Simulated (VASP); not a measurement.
# Si2W (I4/mmm) in VASP: a series of runs, part 2 of 2

VASP 6.6.1. Earlier steps stand in the parts before.

### 4 Single point, PBEsol

This run uses another cell than the first one: it holds 3 atoms, not 6.

File INCAR:

```
SYSTEM = Si2W
PREC = Accurate
ENCUT = 520
EDIFF = 1E-6
ISMEAR = 0
SIGMA = 0.1
LREAL = .False.
LASPH = .True.
NELM = 100
ALGO = Normal
ISIF = 2
LWAVE = .False.
LCHARG = .False.
GGA = PS
NBANDS = 18
```

File KPOINTS:

```
Automatic mesh
0
Gamma
  18 18 18
  0 0 0
```

File POSCAR:

```
Si2W
1.0
   -1.6012497811      1.6012497811      3.9078662647
    1.6012497811     -1.6012497811      3.9078662647
    1.6012497811      1.6012497811     -3.9078662647
Si W
2 1
Direct
    0.3344989446      0.3344989446      0.0000000000
    0.6655010554      0.6655010554      0.0000000000
    0.0000000000      0.0000000000      0.0000000000
```

Potentials or basis: VASP PAW PBE potentials, release 64 (Si, W_sv).

Command:

```
cat potpaw_PBE.64/Si/POTCAR potpaw_PBE.64/W_sv/POTCAR > POTCAR
mpirun -np 1 vasp_std > vasp.out
```

OUTCAR:

```text
SYSTEM = Si2W
   PREC = Accurate
   ENCUT = 520
   EDIFF = 1E-6
   ISMEAR = 0
   LREAL = .False.
   LASPH = .True.
   NELM = 100
   ISIF = 2
   GGA = PS

 ion  position               nearest neighbor table
   1  0.334  0.334  0.000-   2 2.59   3 2.61   3 2.61   3 2.61   3 2.61   3 2.61   2 2.62   2 2.62
                             2 2.62   2 2.62
   2  0.666  0.666  0.000-   1 2.59   3 2.61   3 2.61   3 2.61   3 2.61   3 2.61   1 2.62   1 2.62
                             1 2.62   1 2.62
   3  0.000  0.000  0.000-   2 2.61   2 2.61   2 2.61   1 2.61   2 2.61   1 2.61   1 2.61   1 2.61
                             1 2.61   2 2.61

  LATTYP: Found a body centered tetragonal cell.
 ALAT       =     3.2024995622
 C/A-ratio  =     2.4405101008

  Lattice vectors:

 A1 = (  -1.6012497811,   1.6012497811,   3.9078662647)
 A2 = (   1.6012497811,  -1.6012497811,   3.9078662647)
 A3 = (   1.6012497811,   1.6012497811,  -3.9078662647)

Analysis of symmetry for initial positions (statically):
=====================================================================
 Subroutine PRICEL returns:
 Original cell was already a primitive cell.

 Routine SETGRP: Setting up the symmetry group for a
 body centered tetragonal supercell.

 Subroutine GETGRP returns: Found 16 space group operations
 (whereof 16 operations were pure point group operations)
 out of a pool of 16 trial point group operations.

The static configuration has the point symmetry D_4h.

Analysis of symmetry for dynamics (positions and initial velocities):
=====================================================================
 Subroutine PRICEL returns:
 Original cell was already a primitive cell.

 Routine SETGRP: Setting up the symmetry group for a
 body centered tetragonal supercell.

 Subroutine GETGRP returns: Found 16 space group operations
 (whereof 16 operations were pure point group operations)
 out of a pool of 16 trial point group operations.

The dynamic configuration has the point symmetry D_4h.

 Subroutine INISYM returns: Found 16 space group operations
 (whereof 16 operations are pure point group operations),
 and found     1 'primitive' translations

----------------------------------------------------------------------------------------

                                     Primitive cell

  volume of cell :      40.0791

  direct lattice vectors                    reciprocal lattice vectors
    -1.601249781  1.601249781  3.907866265     0.000000000  0.312256093  0.127947060
     1.601249781 -1.601249781  3.907866265     0.312256093  0.000000000  0.127947060
     1.601249781  1.601249781 -3.907866265     0.312256093  0.312256093  0.000000000

  length of vectors
     4.516571760  4.516571760  4.516571760     0.337452689  0.337452689  0.441596801

  position of ions in fractional coordinates (direct lattice)
     0.334498945  0.334498945  0.000000000
     0.665501055  0.665501055  0.000000000
     0.000000000  0.000000000  0.000000000

  ion indices of the primitive-cell ions
   primitive index   ion index
                 1           1
                 2           2
                 3           3

----------------------------------------------------------------------------------------

 KPOINTS: Automatic mesh

Automatic generation of k-mesh.
[... 22 lines left out ...]
            Coordinates               Weight
  0.000000  0.000000  0.000000      1.000000
  0.055556 -0.000000  0.000000      8.000000
  0.111111 -0.000000  0.000000      8.000000
  0.166667 -0.000000  0.000000      8.000000
  0.222222 -0.000000  0.000000      8.000000
  0.277778  0.000000  0.000000      8.000000
[... 16 lines left out ...]
 -0.277778  0.055556 -0.000000     16.000000
 -0.222222  0.055556  0.000000     16.000000
 [... further k-points ...]
   k-points           NKPTS =    480   k-points in BZ     NKDIM =    480   number of bands    NBANDS=     18
   number of dos      NEDOS =    301   number of ions     NIONS =      3
   total plane-waves  NPLWV =  46656
   dimension x,y,z NGX =    36 NGY =   36 NGZ =   36
   dimension x,y,z NGXF=    72 NGYF=   72 NGZF=   72
   ions per type =               2   1
   NGX,Y,Z   is equivalent  to a cutoff of  13.25, 13.25, 13.25 a.u.
   NGXF,Y,Z  is equivalent  to a cutoff of  26.50, 26.50, 26.50 a.u.
 SYSTEM =  Si2W
   PREC   = accura    normal or accurate (medium, high low for compatibility)
   ISTART =      0    job   : 0-new  1-cont  2-samecut
   ICHARG =      2    charge: 1-file 2-atom 10-const
   ISPIN  =      1    spin polarized calculation?
   LNONCOLLINEAR =      F non collinear calculations
   LSORBIT =      F    spin-orbit coupling
   LASPH  =      T    aspherical Exc in radial PAW
   ENCUT  =  520.0 eV  38.22 Ry    6.18 a.u.   8.40  8.40  8.40*2*pi/ulx,y,z
   NELM   =    100;   NELMIN=  2; NELMDL= -5     # of ELM steps
   EDIFF  = 0.1E-05   stopping-criterion for ELM
   LREAL  =      F    real-space projection
   EDIFFG = 0.1E-04   stopping-criterion for IOM
   NSW    =      0    number of steps for IOM
   IBRION =     -1    ionic relax: 0-MD 1-quasi-New 2-CG
   NFREE  =      0    steps in history (QN), initial steepest desc. (CG)
   ISIF   =      2    stress and relaxation
   ISYM   =      2    0-nonsym 1-usesym 2-fastsym
   POTIM  = 0.5000    time-step for ionic-motion
   TEBEG  =    0.0;   TEEND  =   0.0 temperature during run
   PSTRESS=    0.0 pullay stress
   NELECT =      22.0000    total number of electrons
   NUPDOWN=      -1.0000    fix difference up-down
   EMIN   =  10.00;   EMAX   =-10.00  energy-range for DOS
   EFERMI =   0.00;   METHOD = LEGACY
   ISMEAR =     0;   SIGMA  =   0.10  broadening in eV -4-tet -1-fermi 0-gaus
   EFERMI_NEDOS =   21; number of points for ismear=-14 and -15
   IALGO  =     38    algorithm
   IMIX   =      4    mixing-type and parameters
     AMIX     =   0.40;   BMIX     =  1.00
     AMIX_MAG =   1.60;   BMIX_MAG =  1.00
  volume/ion in A,a.u.               =      13.36        90.16
  Fermi-wavevector in a.u.,A,eV,Ry     =   1.340427  2.533039 24.446187  1.796744
  Thomas-Fermi vector in A             =   2.468741
   LORBIT       =      0    0 simple, 1 ext, 2 COOP (PROOUT), +10 PAW based schemes
   GGA     = PS    functional components
   LHFCALC =     F    Hartree Fock is set to
   AEXX    =    0.0000 exact exchange contribution
   IVDW    =     0    specifies the selected vdW correction
   LEPSILON=     F    determine dielectric tensor
   LRPA    =     F    only Hartree local field effects (RPA)
 non-spin polarized calculation
 Gauss-broadening in eV      SIGMA  =   0.10
  energy-cutoff  :      520.00
  volume of cell :       40.08
 maximum number of plane-waves:      1104
 NGX is ok and might be reduce to    36

 number of electron      21.9999999 magnetization

 Free energy of the ion-electron system (eV)
  ---------------------------------------------------
  ext. energy  EPLUGINS =         0.00000000
  ---------------------------------------------------
  free energy    TOTEN  =       -26.64072139 eV

  energy without entropy =      -26.63983223  energy(sigma->0) =      -26.64027681

 E-fermi :  11.9885     XC(G=0): -12.6486

 val. band max:       11.9623194484   @ k =  -0.3889   0.5000   0.3333
 cond. band min:      12.0400107772   @ k =  -0.3889  -0.4444   0.3333
 fundamental gap:      0.0776913288
 Fermi energy:        11.9885160325

 k-point     1 :       0.0000    0.0000    0.0000
  band No.  band energies     occupation
      1     -61.7972      2.00000
      2     -26.0731      2.00000
      3     -26.0431      2.00000
      4     -26.0431      2.00000
      5      -2.1588      2.00000
      6       5.0683      2.00000
[... 481 lines left out ...]
      5      -1.2411      2.00000
      6       5.2166      2.00000
[... 10 lines left out ...]
     17      18.3719      0.00000
     18      20.2401      0.00000

 [... further k-points ...]

------------------------ aborting loop because EDIFF is reached ----------------------------------------

  FORCE on cell =-STRESS in cart. coord.  units (eV):
  Direction    XX          YY          ZZ          XY          YZ          ZX
  --------------------------------------------------------------------------------------
  -------------------------------------------------------------------------------------
  Total        0.0858630      0.0858630      0.0695122      0.0000000      0.0000000     -0.0000000
  in kB        3.4324080      3.4324080      2.7787761      0.0000000      0.0000000     -0.0000000
  external PRESSURE =       3.2145307 kB  Pullay stress =       0.0000000 kB

 VOLUME and BASIS-vectors are now :
 -----------------------------------------------------------------------------
  energy-cutoff  :      520.00
  volume of cell :       40.08
      direct lattice vectors                 reciprocal lattice vectors
    -1.601249781  1.601249781  3.907866265     0.000000000  0.312256093  0.127947060
     1.601249781 -1.601249781  3.907866265     0.312256093  0.000000000  0.127947060
     1.601249781  1.601249781 -3.907866265     0.312256093  0.312256093  0.000000000

 POSITION                                       TOTAL-FORCE (eV/Angst)
 -----------------------------------------------------------------------------------
      0.00000      0.00000      2.61435        -0.000000     -0.000000     -0.001322
      0.00000      0.00000      5.20138         0.000000      0.000000      0.001322
      0.00000      0.00000      0.00000        -0.000000     -0.000000      0.000000
 -----------------------------------------------------------------------------------
    total drift:                                0.000000      0.000000     -0.000000

  FREE ENERGIE OF THE ION-ELECTRON SYSTEM (eV)
  ---------------------------------------------------
  free  energy   TOTEN  =       -26.6407213888 eV

  energy  without entropy=      -26.6398322266  energy(sigma->0) =      -26.64027681
```

OSZICAR:

```text
N       E                     dE             d eps       ncg     rms          rms(c)
DAV:   1     0.129126505645E+03    0.12913E+03   -0.10888E+04 17280   0.124E+03
DAV:   2    -0.229763043503E+02   -0.15210E+03   -0.14840E+03 19870   0.321E+02
DAV:   3    -0.274759566282E+02   -0.44997E+01   -0.44445E+01 21356   0.498E+01
DAV:   4    -0.275153097238E+02   -0.39353E-01   -0.39301E-01 20492   0.489E+00
DAV:   5    -0.275157208737E+02   -0.41115E-03   -0.41113E-03 20426   0.534E-01    0.264E+01
DAV:   6    -0.267620236423E+02    0.75370E+00   -0.31850E+00 18614   0.128E+01    0.936E+00
DAV:   7    -0.266659114066E+02    0.96112E-01   -0.21399E-01 18490   0.261E+00    0.458E+00
DAV:   8    -0.266414264264E+02    0.24485E-01   -0.43822E-02 19746   0.158E+00    0.321E-01
DAV:   9    -0.266408754831E+02    0.55094E-03   -0.10052E-03 19866   0.257E-01    0.188E-01
DAV:  10    -0.266407261987E+02    0.14928E-03   -0.26128E-04 20518   0.139E-01    0.443E-02
DAV:  11    -0.266407211467E+02    0.50520E-05   -0.31443E-05 19604   0.401E-02    0.182E-02
DAV:  12    -0.266407213888E+02   -0.24209E-06   -0.12480E-06 13090   0.752E-03
   1 F= -.26640721E+02 E0= -.26640277E+02  d E =-.889162E-03
```

stdout:

```text
POSCAR found type information on POSCAR SiW
 POSCAR found :  2 types and       3 ions
 scaLAPACK will be used
 -----------------------------------------------------------------------------
|                                                                             |
|                                                                             |
|     You enforced a specific xc type in the INCAR file but a different       |
|     I HOPE YOU KNOW WHAT YOU ARE DOING!                                     |
|                                                                             |
 -----------------------------------------------------------------------------

 LDA part: xc-table for (Slater+PW92), standard interpolation
 POSCAR, INCAR and KPOINTS ok, starting setup
 FFT: planning ... GRIDC
 FFT: planning ... GRID_SOFT
 FFT: planning ... GRID
 WAVECAR not read
 entering main loop
```

Wall time 6.9 min (1 thread of Intel Xeon Platinum 8375C at 2.90GHz (Ice Lake), shared host); peak memory 0.45 GiB.

What came out:

- Free energy: -26.6407 eV
- Pressure: 0.3 GPa
- Band gap on the k mesh: zero (bands 11 and 12 overlap by 1.30 eV)

Levels at points of the mesh, in eV from the Fermi level:
| k point | band 9 | band 10 | band 11 | band 12 | band 13 | band 14 |
| --- | --- | --- | --- | --- | --- | --- |
| (0.00, 0.00, 0.00) | -2.86 | -2.86 | 0.63 | 2.82 | 2.87 | 3.13 |
| (0.50, 0.00, 0.00) | -2.81 | -2.81 | -0.45 | 2.73 | 2.82 | 3.96 |
| (0.50, 0.50, 0.00) | -5.05 | -3.30 | -1.75 | 2.83 | 3.00 | 3.16 |
| (0.50, 0.50, 0.50) | -0.82 | -0.82 | -0.51 | -0.51 | 0.81 | 4.53 |

Caveat: the PAW data sets were made with another functional, which shifts forces and pressure a little; spin-orbit coupling is left out, which moves the levels of the heavy elements.

### 5 Single point, PBEsol

This run uses another cell than the first one: it holds 3 atoms, not 6.

File INCAR:

```
ALGO = Normal ; EDIFF = 1E-6
ENCUT = 520 ; GGA = PS
ISIF = 2 ; ISMEAR = 0
LASPH = T ; LCHARG = F
LREAL = F ; LWAVE = F
NBANDS = 18 ; NELM = 60
PREC = Accurate ; SIGMA = 0.15
```

File KPOINTS:

```
k-points
0
Gamma
  14 14 14
```

POSCAR is that of step 4.

Command:

```
cat potpaw_PBE.64/Si/POTCAR potpaw_PBE.64/W_sv/POTCAR > POTCAR
mpirun -np 1 vasp_std > vasp.out
```

Wall time 5.6 min (1 thread of Intel Xeon 8259CL, shared host); peak memory 0.33 GiB.

It converged, with:

| Item | Value |
| --- | --- |
| Free energy | -26.6410 eV |
| Pressure | 0.3 GPa |
| Band gap on the k mesh | zero (bands 11 and 12 overlap by 1.29 eV) |

Forces on the atoms (eV/Å):
```
Si   0.000  0.000 -0.003
Si   0.000  0.000  0.003
W    0.000  0.000  0.000
```

Levels at points of the mesh, in eV from the Fermi level:
| k point | band 9 | band 10 | band 11 | band 12 | band 13 | band 14 |
| --- | --- | --- | --- | --- | --- | --- |
| (0.00, 0.00, 0.00) | -2.86 | -2.86 | 0.63 | 2.82 | 2.87 | 3.13 |
| (0.50, 0.00, 0.00) | -2.81 | -2.81 | -0.45 | 2.73 | 2.82 | 3.96 |
| (0.50, 0.50, 0.00) | -5.05 | -3.30 | -1.75 | 2.83 | 3.00 | 3.16 |
| (0.50, 0.50, 0.50) | -0.82 | -0.82 | -0.51 | -0.51 | 0.81 | 4.53 |

Caveat: the PAW data sets were made with another functional, which shifts forces and pressure a little; spin-orbit coupling is left out, which moves the levels of the heavy elements.

### 6 Single point, PBEsol

This run uses another cell than the first one, of 13.36 Å³/atom.

File INCAR:

```
SYSTEM = Si2W
  PREC = Accurate
  ENCUT = 520
  EDIFF = 1E-6
  ISMEAR = 0
  SIGMA = 0.15
  LREAL = .False.
  LASPH = .True.
  NELM = 100
  ALGO = Normal
  ISIF = 2
  LWAVE = .False.
  LCHARG = .False.
  GGA = PS
  NBANDS = 31
```

File KPOINTS:

```
Automatic mesh
0
Gamma
  10 10 6
  0 0 0
```

File POSCAR:

```
Si2W
1.0
    0.0000000000     -3.2024995618      0.0000000000
   -3.2024995618      0.0000000000      0.0000000000
    0.0000000000      0.0000000000     -7.8157325277
Si W
4 2
Direct
    0.5000000000      0.5000000000      0.1655010551
    1.0000000000      1.0000000000      0.6655010551
    0.5000000000      0.5000000000      0.8344989449
    1.0000000000      1.0000000000      0.3344989449
    0.0000000000      0.0000000000      0.0000000000
    0.5000000000      0.5000000000      0.5000000000
```

Potentials or basis: VASP PAW PBE potentials, release 64 (Si, W_sv).

Command:

```
cat potpaw_PBE.64/Si/POTCAR potpaw_PBE.64/W_sv/POTCAR > POTCAR
mpirun -np 1 vasp_std > vasp.out
```

Run time: 85 s. Hardware: 1 thread of Intel Xeon Platinum 8488C (Sapphire Rapids), shared host; peak memory 0.29 GiB.

It converged, with:

```yaml
Free_energy: -53.2773 eV
Pressure: 0.3 GPa
Band_gap_on_the_k_mesh: zero (bands 22 and 23 overlap by 1.34 eV)
```

Stress tensor (GPa, compression positive):
```
0.36 0.00 0.00
0.00 0.36 0.00
0.00 0.00 0.26
```

Levels at points of the mesh, in eV from the Fermi level:
```
           k point  band 19  band 20  band 21  band 22  band 23  band 24  band 25  band 26
(0.00, 0.00, 0.00)    -0.82    -0.82    -0.51    -0.51     0.63     0.81     2.82     2.87
(0.50, 0.00, 0.00)    -2.67    -2.67    -0.70    -0.70     2.12     2.12     2.99     2.99
(0.50, 0.50, 0.00)    -3.30    -3.30    -1.74    -1.74     2.83     2.83     3.00     3.00
(0.00, 0.00, 0.50)    -2.29    -2.29     0.72     0.72     1.60     1.60     1.60     1.60
(0.50, 0.00, 0.50)    -2.81    -2.81    -0.45    -0.45     2.74     2.74     2.82     2.82
(0.50, 0.50, 0.50)    -2.44    -2.44    -2.44    -2.44     0.10     0.10     3.00     3.00
```

Caveat: the PAW data sets were made with another functional, which shifts forces and pressure a little; spin-orbit coupling is left out, which moves the levels of the heavy elements.

### 7 The runs side by side

```tsv
cell	k mesh	smearing	gap on the mesh (eV)	pressure (GPa)	largest force (eV/Å)
a = 3.166, b = 3.166, c = 8.167 Å, 6 atoms, atomic positions A	12 × 12 × 6	gaussian 0.1 eV	none	-4.6	0.05
a = 3.178, b = 3.178, c = 8.167 Å, 6 atoms, atomic positions A	12 × 12 × 6	gaussian 0.1 eV	none	-6.0	0.01
a = 4.517 Å, angles 138.5, 138.5, 60.2°, 3 atoms, atomic positions B	18 × 18 × 18	gaussian 0.1 eV	none	0.3	-
a = 4.517 Å, angles 138.5, 138.5, 60.2°, 3 atoms, atomic positions B	14 × 14 × 14	gaussian 0.15 eV	none	0.3	-
a = 3.202, b = 3.202, c = 7.816 Å, 6 atoms, atomic positions A	10 × 10 × 6	gaussian 0.15 eV	none	0.3	-
```

Alike in all rows: task single point; level PBEsol; potentials or basis VASP PAW PBE potentials, release 64 (Si, W_sv); no spin polarisation; cutoff (eV) 520.

Caveats: the PAW data sets were made with another functional, which shifts forces and pressure a little; spin-orbit coupling is left out, which moves the levels of the heavy elements; the cell stands under tension (at least some runs).

Total energies depend on the potentials used, so only differences within one code and one set of settings carry meaning.
